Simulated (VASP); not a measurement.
A run of VASP 6.6.1 is set up as follows.

POSCAR

```
Sb
1.0
    2.9072000000      0.0000000000      0.0000000000
    0.0000000000      2.9072000000      0.0000000000
    0.0000000000      0.0000000000      3.1600000000
Sb
1
Direct
    0.0000000000      0.0000000000      0.0000000000
```

File INCAR.step1:

```
  PREC = Accurate
  ENCUT = 520
  ISMEAR = 0
  SIGMA = 0.15
  LREAL = F
  LASPH = T
  NELM = 60
  NBANDS = 8
  GGA = PE
  ALGO = Normal
  EDIFF = 1E-4
  LWAVE = T
  LCHARG = F
```

The input INCAR.step2:

```
  PREC = Accurate
  ENCUT = 520
  EDIFF = 1E-6
  ISMEAR = 0
  SIGMA = 0.15
  LREAL = F
  LASPH = T
  NELM = 60
  ALGO = Normal
  ISIF = 2
  LWAVE = F
  LCHARG = F
  METAGGA = R2SCAN
  LMIXTAU = T
  NBANDS = 8
  ISTART = 1
```

Contents of KPOINTS:

```
regular mesh
0
Gamma
  16 16 16
```

Potentials or basis: VASP PAW PBE potentials, release 64 (Sb).

Launch:

```sh
$ cat potpaw_PBE.64/Sb/POTCAR > POTCAR
$ cp INCAR.step1 INCAR
$ mpirun -np 1 vasp_std > vasp.out
$ cp INCAR.step2 INCAR
$ mpirun -np 1 vasp_std > vasp.out
```

(1) Estimate the band gap on the k mesh.

(2) What does it give for the pressure?

## Answers

(1) zero (an odd number of electrons rules out a gap without spin polarisation).

(2) 8.7 GPa.

Caveat: the cell differs from its parent crystal (strain -0.080 along x and y, +0.000 along z); the cell stands under pressure; the PAW data sets were made with another functional, which shifts forces and pressure a little; spin-orbit coupling is left out, which moves the levels of the heavy elements.
